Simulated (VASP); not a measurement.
# HfB in VASP: notebook

HfB is run at these levels: LDA, PBEsol; tasks: single point.

Program: VASP 6.6.1. These are calculated values, not measurements. Logs are shortened: lines on timing, memory, paths and dates and some standing lists are left out, and cuts for length are marked.

### Step 1. The cell of the first run

Symmetry: Fm-3m, No. 225, cubic system. The conventional cell has a = 4.784 Å, b = 4.784 Å, c = 4.784 Å, α = 90.00°, β = 90.00°, γ = 90.00°. Hf (site symmetry m-3m) has 6 B at 2.39 Å within 3.2 Å. Within 3.2 Å of B (site symmetry m-3m) lie 6 Hf at 2.39 Å.

### Step 2. Single point, LDA (strained)

INCAR

```
SYSTEM = HfB
ALGO = Normal
EDIFF = 1E-6
ENCUT = 520
GGA = CA
ISIF = 2
ISMEAR = 0
LASPH = .True.
LCHARG = .False.
LREAL = .False.
LWAVE = .False.
NBANDS = 14
NELM = 100
PREC = Accurate
SIGMA = 0.1
```

KPOINTS

```
k-points
0
Gamma
  16 16 16
  0 0 0
```

POSCAR

```
HfB
1.0
    0.0000000000      2.3920050000      2.3920050000
    2.3920050000      0.0000000000      2.3920050000
    2.3920050000      2.3920050000      0.0000000000
Hf B
1 1
Direct
    0.5000000000      0.5000000000      0.5000000000
    0.0000000000      0.0000000000      0.0000000000
```

Potentials or basis: VASP PAW LDA potentials, release 64 (Hf_pv, B).

On the command line:

```
> cat potpaw_LDA.64/Hf_pv/POTCAR potpaw_LDA.64/B/POTCAR > POTCAR
> mpirun -np 1 vasp_std > vasp.out
```

OUTCAR:

```text
SYSTEM = HfB
   EDIFF = 1E-6
   ENCUT = 520
   GGA = CA
   ISIF = 2
   ISMEAR = 0
   LASPH = .True.
   LREAL = .False.
   NELM = 100
   PREC = Accurate

 ion  position               nearest neighbor table
   1  0.500  0.500  0.500-   2 2.39   2 2.39   2 2.39   2 2.39   2 2.39   2 2.39
   2  0.000  0.000  0.000-   1 2.39   1 2.39   1 2.39   1 2.39   1 2.39   1 2.39

  LATTYP: Found a face centered cubic cell.
 ALAT       =     4.7840100000

  Lattice vectors:

 A1 = (   0.0000000000,   2.3920050000,   2.3920050000)
 A2 = (   2.3920050000,   0.0000000000,   2.3920050000)
 A3 = (   2.3920050000,   2.3920050000,   0.0000000000)

Analysis of symmetry for initial positions (statically):
=====================================================================
 Subroutine PRICEL returns:
 Original cell was already a primitive cell.

 Routine SETGRP: Setting up the symmetry group for a
 face centered cubic supercell.

 Subroutine GETGRP returns: Found 48 space group operations
 (whereof 48 operations were pure point group operations)
 out of a pool of 48 trial point group operations.

The static configuration has the point symmetry O_h .

Analysis of symmetry for dynamics (positions and initial velocities):
=====================================================================
 Subroutine PRICEL returns:
 Original cell was already a primitive cell.

 Routine SETGRP: Setting up the symmetry group for a
 face centered cubic supercell.

 Subroutine GETGRP returns: Found 48 space group operations
 (whereof 48 operations were pure point group operations)
 out of a pool of 48 trial point group operations.

The dynamic configuration has the point symmetry O_h .

 Subroutine INISYM returns: Found 48 space group operations
 (whereof 48 operations are pure point group operations),
 and found     1 'primitive' translations

----------------------------------------------------------------------------------------

                                     Primitive cell

  volume of cell :      27.3726

  direct lattice vectors                    reciprocal lattice vectors
     0.000000000  2.392005000  2.392005000    -0.209029663  0.209029663  0.209029663
     2.392005000  0.000000000  2.392005000     0.209029663 -0.209029663  0.209029663
     2.392005000  2.392005000  0.000000000     0.209029663  0.209029663 -0.209029663

  length of vectors
     3.382805912  3.382805912  3.382805912     0.362049997  0.362049997  0.362049997

  position of ions in fractional coordinates (direct lattice)
     0.500000000  0.500000000  0.500000000
     0.000000000  0.000000000  0.000000000

  ion indices of the primitive-cell ions
   primitive index   ion index
                 1           1
                 2           2

----------------------------------------------------------------------------------------

 KPOINTS: k-points

Automatic generation of k-mesh.
 Grid dimensions read from file:
 generate k-points for:   16   16   16

 Generating k-lattice:

  Cartesian coordinates                     Fractional coordinates (reciprocal lattice)
    -0.013064354  0.013064354  0.013064354     0.062500000  0.000000000  0.000000000
     0.013064354 -0.013064354  0.013064354     0.000000000  0.062500000  0.000000000
     0.013064354  0.013064354 -0.013064354     0.000000000  0.000000000  0.062500000

  Length of vectors
     0.022628125  0.022628125  0.022628125

  Shift w.r.t. Gamma in fractional coordinates (k-lattice)
     0.000000000  0.000000000  0.000000000

 Subroutine IBZKPT returns following result:
 ===========================================

 Found    145 irreducible k-points:

 Following reciprocal coordinates:
            Coordinates               Weight
  0.000000  0.000000  0.000000      1.000000
  0.062500  0.000000  0.000000      8.000000
  0.125000  0.000000  0.000000      8.000000
  0.187500  0.000000  0.000000      8.000000
  0.250000  0.000000  0.000000      8.000000
  0.312500  0.000000  0.000000      8.000000
[... 16 lines left out ...]
 -0.125000  0.062500  0.000000     24.000000
 -0.062500  0.062500  0.000000     12.000000
 [... further k-points ...]
   k-points           NKPTS =    145   k-points in BZ     NKDIM =    145   number of bands    NBANDS=     14
   number of dos      NEDOS =    301   number of ions     NIONS =      2
   total plane-waves  NPLWV =  21952
   dimension x,y,z NGX =    28 NGY =   28 NGZ =   28
   dimension x,y,z NGXF=    56 NGYF=   56 NGZF=   56
   ions per type =               1   1
   NGX,Y,Z   is equivalent  to a cutoff of  13.76, 13.76, 13.76 a.u.
   NGXF,Y,Z  is equivalent  to a cutoff of  27.52, 27.52, 27.52 a.u.
 SYSTEM =  HfB
   PREC   = accura    normal or accurate (medium, high low for compatibility)
   ISTART =      0    job   : 0-new  1-cont  2-samecut
   ICHARG =      2    charge: 1-file 2-atom 10-const
   ISPIN  =      1    spin polarized calculation?
   LNONCOLLINEAR =      F non collinear calculations
   LSORBIT =      F    spin-orbit coupling
   LASPH  =      T    aspherical Exc in radial PAW
   ENCUT  =  520.0 eV  38.22 Ry    6.18 a.u.   6.29  6.29  6.29*2*pi/ulx,y,z
   NELM   =    100;   NELMIN=  2; NELMDL= -5     # of ELM steps
   EDIFF  = 0.1E-05   stopping-criterion for ELM
   LREAL  =      F    real-space projection
   EDIFFG = 0.1E-04   stopping-criterion for IOM
   NSW    =      0    number of steps for IOM
   IBRION =     -1    ionic relax: 0-MD 1-quasi-New 2-CG
   NFREE  =      0    steps in history (QN), initial steepest desc. (CG)
   ISIF   =      2    stress and relaxation
   ISYM   =      2    0-nonsym 1-usesym 2-fastsym
   POTIM  = 0.5000    time-step for ionic-motion
   TEBEG  =    0.0;   TEEND  =   0.0 temperature during run
   PSTRESS=    0.0 pullay stress
   NELECT =      13.0000    total number of electrons
   NUPDOWN=      -1.0000    fix difference up-down
   EMIN   =  10.00;   EMAX   =-10.00  energy-range for DOS
   EFERMI =   0.00;   METHOD = LEGACY
   ISMEAR =     0;   SIGMA  =   0.10  broadening in eV -4-tet -1-fermi 0-gaus
   EFERMI_NEDOS =   21; number of points for ismear=-14 and -15
   IALGO  =     38    algorithm
   IMIX   =      4    mixing-type and parameters
     AMIX     =   0.40;   BMIX     =  1.00
     AMIX_MAG =   1.60;   BMIX_MAG =  1.00
  volume/ion in A,a.u.               =      13.69        92.36
  Fermi-wavevector in a.u.,A,eV,Ry     =   1.277273  2.413697 22.196916  1.631427
  Thomas-Fermi vector in A             =   2.409882
   LORBIT       =      0    0 simple, 1 ext, 2 COOP (PROOUT), +10 PAW based schemes
   GGA     = CA    functional components
   LHFCALC =     F    Hartree Fock is set to
   AEXX    =    0.0000 exact exchange contribution
   IVDW    =     0    specifies the selected vdW correction
   LEPSILON=     F    determine dielectric tensor
   LRPA    =     F    only Hartree local field effects (RPA)
 non-spin polarized calculation
 Gauss-broadening in eV      SIGMA  =   0.10
  energy-cutoff  :      520.00
  volume of cell :       27.37
 maximum number of plane-waves:       754
 NGX is ok and might be reduce to    28
   NGX = 13   NGY = 13   NGZ = 13

 number of electron      12.9999999 magnetization

 Free energy of the ion-electron system (eV)
  ---------------------------------------------------
  ext. energy  EPLUGINS =         0.00000000
  ---------------------------------------------------
  free energy    TOTEN  =       -19.00358648 eV

  energy without entropy =      -18.99913355  energy(sigma->0) =      -19.00136001

 E-fermi :   4.4099     XC(G=0): -11.9682

 val. band max:        4.4077628170   @ k =   0.5000   0.2500   0.0000
 cond. band min:       4.4145112281   @ k =   0.2500   0.0000   0.0000
 fundamental gap:      0.0067484111
 Fermi energy:         4.4099220973

 k-point     1 :       0.0000    0.0000    0.0000
  band No.  band energies     occupation
      1     -24.2941      2.00000
      2     -24.2941      2.00000
      3     -24.2941      2.00000
      4      -4.6853      2.00000
      5       6.4165      0.00000
      6       6.4165      0.00000
      7       6.4165      0.00000
      8       8.0829      0.00000
      9       8.0829      0.00000
     10       8.0829      0.00000
     11       8.1786      0.00000
     12       8.1786      0.00000
     13      15.7735      0.00000
     14      15.9612      0.00000

 k-point     2 :       0.0625    0.0000    0.0000
  band No.  band energies     occupation
      1     -24.3143      2.00000
      2     -24.2962      2.00000
      3     -24.2962      2.00000
      4      -4.5853      2.00000
      5       6.0473      0.00000
      6       6.3534      0.00000
      7       6.3534      0.00000
      8       7.2482      0.00000
      9       7.2482      0.00000
     10       8.2748      0.00000
     11       9.2768      0.00000
     12       9.2768      0.00000
     13      16.0271      0.00000
     14      16.0944      0.00000

 k-point     3 :       0.1250    0.0000    0.0000
  band No.  band energies     occupation
      1     -24.3715      2.00000
      2     -24.3024      2.00000
      3     -24.3024      2.00000
      4      -4.2917      2.00000
      5       5.2651      0.00000
      6       5.8142      0.00000
      7       5.8142      0.00000
      8       7.1152      0.00000
      9       7.1152      0.00000
     10       8.5798      0.00000
     11      10.5420      0.00000
     12      10.5420      0.00000
     13      16.4376      0.00000
     14      16.7323      0.00000

 k-point     4 :       0.1875    0.0000    0.0000
  band No.  band energies     occupation
      1     -24.4557      2.00000
      2     -24.3116      2.00000
      3     -24.3116      2.00000
      4      -3.8242      2.00000
      5       4.3640      1.48433
      6       5.0711      0.00000
      7       5.0711      0.00000
      8       7.4745      0.00000
      9       7.4745      0.00000
     10       8.8386      0.00000
     11      11.8834      0.00000
     12      11.8834      0.00000
     13      16.7866      0.00000
     14      17.7074      0.00000

 k-point     5 :       0.2500    0.0000    0.0000
  band No.  band energies     occupation
      1     -24.5533      2.00000
      2     -24.3225      2.00000
      3     -24.3225      2.00000
      4      -3.2124      2.00000
      5       3.4476      2.00000
      6       4.4145      0.94825
      7       4.4145      0.94825
      8       8.0249      0.00000
      9       8.0249      0.00000
     10       9.0983      0.00000
     11      13.2569      0.00000
[... 276 lines left out ...]
 k-point    22 :      -0.1875    0.0625    0.0000
  band No.  band energies     occupation
      1     -24.4910      2.00000
      2     -24.3355      2.00000
      3     -24.3086      2.00000
      4      -3.5566      2.00000
      5       4.0011      2.00000
      6       4.6766      0.00016
      7       4.7769      0.00000
      8       7.3083      0.00000
      9       8.1342      0.00000
     10       9.1622      0.00000
     11      11.6280      0.00000
     12      13.1113      0.00000
     13      16.9056      0.00000
     14      18.0139      0.00000

 k-point    23 :      -0.1250    0.0625    0.0000
  band No.  band energies     occupation
      1     -24.4047      2.00000
      2     -24.3219      2.00000
      3     -24.3003      2.00000
      4      -4.0707      2.00000
      5       4.9245      0.00000
      6       5.3223      0.00000
      7       5.3949      0.00000
      8       6.8550      0.00000
      9       7.7730      0.00000
     10       8.9248      0.00000
     11      10.4028      0.00000
     12      11.7443      0.00000
     13      16.6767      0.00000
     14      17.2255      0.00000

 k-point    24 :      -0.0625    0.0625    0.0000
  band No.  band energies     occupation
      1     -24.3422      2.00000
      2     -24.3082      2.00000
      3     -24.2960      2.00000
      4      -4.4211      2.00000
      5       5.7446      0.00000
      6       5.8148      0.00000
      7       6.2310      0.00000
      8       6.5656      0.00000
      9       7.5833      0.00000
     10       8.6259      0.00000
     11       9.4462      0.00000
     12      10.4472      0.00000
     13      16.3055      0.00000
     14      16.4300      0.00000

 [... further k-points ...]

------------------------ aborting loop because EDIFF is reached ----------------------------------------

  FORCE on cell =-STRESS in cart. coord.  units (eV):
  Direction    XX          YY          ZZ          XY          YZ          ZX
  --------------------------------------------------------------------------------------
  -------------------------------------------------------------------------------------
  Total       -0.5407405     -0.5407405     -0.5407405      0.0000000      0.0000000     -0.0000000
  in kB      -31.6506924    -31.6506924    -31.6506924      0.0000000      0.0000000     -0.0000000
  external PRESSURE =     -31.6506924 kB  Pullay stress =       0.0000000 kB

 VOLUME and BASIS-vectors are now :
 -----------------------------------------------------------------------------
  energy-cutoff  :      520.00
  volume of cell :       27.37
      direct lattice vectors                 reciprocal lattice vectors
     0.000000000  2.392005000  2.392005000    -0.209029663  0.209029663  0.209029663
     2.392005000  0.000000000  2.392005000     0.209029663 -0.209029663  0.209029663
     2.392005000  2.392005000  0.000000000     0.209029663  0.209029663 -0.209029663

 POSITION                                       TOTAL-FORCE (eV/Angst)
 -----------------------------------------------------------------------------------
      2.39201      2.39201      2.39201         0.000000      0.000000      0.000000
      0.00000      0.00000      0.00000        -0.000000     -0.000000     -0.000000
 -----------------------------------------------------------------------------------
    total drift:                                0.000000      0.000000      0.000000

  FREE ENERGIE OF THE ION-ELECTRON SYSTEM (eV)
  ---------------------------------------------------
  free  energy   TOTEN  =       -19.0035864750 eV

  energy  without entropy=      -18.9991335493  energy(sigma->0) =      -19.00136001
```

Run time: 42 s. Hardware: 1 thread of Intel Xeon Platinum 8488C (Sapphire Rapids), shared host; peak memory 0.18 GiB.

What came out:

* Free energy: -19.0036 eV
* Pressure: -3.2 GPa
* Band gap on the k mesh: zero (an odd number of electrons rules out a gap without spin polarisation)

Caveat: the cell differs from its parent crystal (strained); the cell stands under tension; spin-orbit coupling is left out, which moves the levels of the heavy elements.

### Step 3. Single point, PBEsol (strained and its atoms moved)

INCAR

```
SYSTEM = HfB
PREC = Accurate
ENCUT = 520
EDIFF = 1E-7
ISMEAR = 0
SIGMA = 0.1
LREAL = .FALSE.
LASPH = .TRUE.
NELM = 80
ALGO = Normal
ISIF = 2
LWAVE = .FALSE.
LCHARG = .TRUE.
GGA = PS
LELF = .TRUE.
LVHAR = .TRUE.
NBANDS = 14
```

KPOINTS

```
regular mesh
0
G
  14 14 14
  0 0 0
```

POSCAR

```
HfB
1.0
    0.0000000000      2.2104852000      2.2797852000
    2.2104852000      0.0000000000      2.2797852000
    2.2104852000      2.2104852000      0.0000000000
Hf B
1 1
Direct
    0.5129870130      0.5129870130      0.4870129870
   -0.0129870130     -0.0129870130      0.0129870130
```

Potentials or basis: VASP PAW PBE potentials, release 64 (Hf_pv, B).

On the command line:

```
> cat potpaw_PBE.64/Hf_pv/POTCAR potpaw_PBE.64/B/POTCAR > POTCAR
> mpirun -np 1 vasp_std > vasp.out
```

Run time: 44 s. Hardware: 1 thread of Intel Xeon Platinum 8488C (Sapphire Rapids), shared host; peak memory 0.2 GiB.

The run converged. Its results:

```
Free energy            : -17.5059 eV
Pressure               : 58.8 GPa
Largest force          : 1.434 eV/Å
Band gap on the k mesh : zero (an odd number of electrons rules out a gap without spin polarisation)
```

Forces in eV/Å, atoms in the order of the input:
```
Hf   0.000  0.000 -1.434
B    0.000  0.000  1.434
```

Stress tensor (GPa, compression positive):
```
63.82  0.00  0.00
 0.00 63.82  0.00
 0.00  0.00 48.89
```

Levels at points of the mesh, in eV from the Fermi level:
```tsv
k point	band 5	band 6	band 7	band 8	band 9	band 10
(0.00, 0.00, 0.00)	1.98	2.10	2.10	3.16	4.74	4.74
(0.50, 0.00, 0.00)	-3.50	-1.62	-1.51	7.08	7.28	8.46
(0.50, 0.50, 0.00)	-1.41	-0.74	2.98	2.98	6.91	8.78
(0.50, 0.00, 0.50)	-1.61	-0.34	2.55	3.04	6.99	8.53
```

Caveat: the cell differs from its parent crystal (strained and its atoms moved); the cell stands under pressure; the PAW data sets were made with another functional, which shifts forces and pressure a little; spin-orbit coupling is left out, which moves the levels of the heavy elements.

(Continued in part 2 of 2.)
